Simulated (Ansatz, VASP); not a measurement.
**Two plane-wave programs on ZnCu**

The input POSCAR:

```
ZnCu
1.0
    1.4880400000     -2.1212800000      0.0000000000
    1.4880400000      2.1212800000      0.0000000000
    0.0000000000      0.0000000000      4.1407500000
Zn Cu
1 1
Direct
    0.5000000000      0.5000000000      0.5120751072
    0.0000000000      0.0000000000      0.0000000000
```

File INCAR.step1:

```
PREC = Accurate ; ENCUT = 520
ISMEAR = -1 ; SIGMA = 0.1
LREAL = False ; LASPH = True
NELM = 100 ; NBANDS = 18
GGA = PE ; ALGO = Normal
EDIFF = 1E-4 ; LWAVE = True
LCHARG = False
```

The input INCAR.step2:

```
PREC = Accurate ; ENCUT = 520
EDIFF = 1E-6 ; ISMEAR = -1
SIGMA = 0.1 ; LREAL = False
LASPH = True ; NELM = 100
ALGO = Normal ; ISIF = 2
LWAVE = False ; LCHARG = False
METAGGA = R2SCAN ; LMIXTAU = True
NBANDS = 18 ; ISTART = 1
```

Contents of KPOINTS:

```
regular mesh
0
Gamma
  11 11 7
```

Input for Ansatz:

```yaml
crystal:
  lattice:
    - [1.48804, -2.12128, 0.0]
    - [1.48804, 2.12128, 0.0]
    - [0.0, 0.0, 4.14075]
  atoms:
    - { symbol: Zn, position: [0.5, 0.5, 0.5120751071665761] }
    - { symbol: Cu, position: [0.0, 0.0, 0.0] }
kpoints:
  mp_grid:
    grid: [11, 11, 7]
hamiltonian:
  xc: r2scan
  pseudopotentials:
    kind: paw
scf:
  occupations:
    method: fermi_dirac
    width: 0.1
output:
  forces: true
```

Alike in both runs: task single point; functional r2SCAN; k mesh 11 × 11 × 7; occupations fermi-dirac, width 0.1 eV; no spin polarisation.

```csv
,VASP,Ansatz
version,VASP 6.6.1,Ansatz 0.2.0
potentials or method,"VASP PAW PBE potentials, release 64 (Zn, Cu)","plane waves, PAW"
plane-wave cutoff (eV),520,500
valence electrons in the cell,23,31
```

|  | VASP | Ansatz | Ansatz less VASP |
| --- | --- | --- | --- |
| rms of the force components (eV/Å) | 0.157 | 0.154 | -0.0030 |

VASP's potentials were made for PBE, not for r2SCAN. Atom by atom the forces differ by 0.003 eV/Å (rms over components). VASP's potentials hold 23 valence electrons a cell and Ansatz's 31, so a difference there can come from the potentials and not from the codes.
